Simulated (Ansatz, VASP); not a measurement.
**Two plane-wave programs on Sn2Sb2Te**

```
Sn Sb Te
1.0
     0.00000    6.98090    3.08962
     3.08971    0.00000    3.08962
     3.08971    6.98090    0.00000
Sn Sb Te
2 2 1
Direct
  0.65295 0.34508 0.65492
  0.34508 0.65295 0.34705
  0.24819 0.24819 0.25181
  0.74819 0.74819 0.75181
  0.99559 0.99559 0.00441
```

Change from the starting cell: species swapped into the Bi2TeO2 type (Fmm2, No. 42).

Alike in both runs: task single point; functional PBE; k mesh 4 × 4 × 4; occupations gaussian, width 0.1 eV; no spin polarisation.

|  | VASP | Ansatz |
| --- | --- | --- |
| version | VASP 6.6.1 | Ansatz 0.2.0 |
| potentials or method | VASP PAW PBE potentials, release 64 (Sn_d, Sb, Te), cutoff 520 eV | scalar-relativistic, plane waves, PAW |
| valence electrons in the cell | 44 | 74 |

```csv
,VASP,Ansatz,Ansatz less VASP
gap on the k mesh at the Fermi level (eV),none,none,-
rms of the force components (eV/Å),2.959,2.947,-0.0120
```

Atom by atom the forces differ by 0.012 eV/Å (rms over components). A gap of «none» marks a metal or a gap that the smearing closes. With one functional, cell and mesh, what is left measures potentials, basis and numerics. VASP's potentials hold 44 valence electrons a cell and Ansatz's 74, so a difference there can come from the potentials and not from the codes.

The k mesh is coarse, so the values compare programs but aren't converged. Neither program's run includes spin-orbit coupling.
